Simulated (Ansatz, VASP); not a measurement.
**Two plane-wave programs on Pt**

The input INCAR:

```
SYSTEM = Pt
PREC = Accurate
ENCUT = 520
EDIFF = 1E-6
ISMEAR = -1
SIGMA = 0.05
LREAL = .FALSE.
LASPH = .TRUE.
NELM = 150
ALGO = Normal
ISIF = 2
LWAVE = .FALSE.
LCHARG = .TRUE.
ISPIN = 2
MAGMOM = 1
LORBIT = 11
LMAXMIX = 4
GGA = PE
LELF = .TRUE.
LVHAR = .TRUE.
NBANDS = 15
```

The input KPOINTS:

```
regular mesh
0
G
  22 22 22
  0 0 0
```

POSCAR

```
Pt
1.0
    0.0000000000      1.9848339966      1.9848339966
    1.9848339966      0.0000000000      1.9848339966
    1.9848339966      1.9848339966      0.0000000000
Pt
1
Direct
    0.0000000000      0.0000000000      0.0000000000
```

Input for Ansatz:

```yaml
crystal:
  lattice:
    - [0.0, 1.9848339943, 1.9848339943]
    - [1.9848339943, 0.0, 1.9848339943]
    - [1.9848339943, 1.9848339943, 0.0]
  atoms:
    - { symbol: Pt, position: [0.0, 0.0, 0.0], spin: 1.0 }
hamiltonian:
  xc: pbe
  pseudopotentials:
    kind: paw
    azcp:
      Pt: "pseudopotentials/Pt.paw.azcp"
basis:
  ecutwfc: 420
  fft_grid_basis: typed
kpoints:
  mp_grid: { grid: [22, 22, 22], shift: [0, 0, 0] }
magnetization:
  spin_polarized: true
scf:
  occupations: { method: fermi_dirac, width: 0.05 }
```

Alike in both runs: task single point; functional PBE; k mesh 22 × 22 × 22; occupations fermi-dirac, width 0.05 eV; collinear spin.

|  | VASP | Ansatz |
| --- | --- | --- |
| version | VASP 6.6.1 | Ansatz 0.2.0 |
| potentials or method | VASP PAW PBE potentials, release 64 (Pt), cutoff 520 eV | plane waves (420 eV) with PAW, scalar-relativistic |
| valence electrons in the cell | 10 | 18 |

|  | VASP | Ansatz | Ansatz less VASP |
| --- | --- | --- | --- |
| net moment per atom (μB) | 0.00 | 0.00 | -0.002 |

VASP's potentials hold 10 valence electrons a cell and Ansatz's 18, so a difference there can come from the potentials and not from the codes. Ansatz's warnings: seeded moment not kept.

Neither program's run includes spin-orbit coupling.
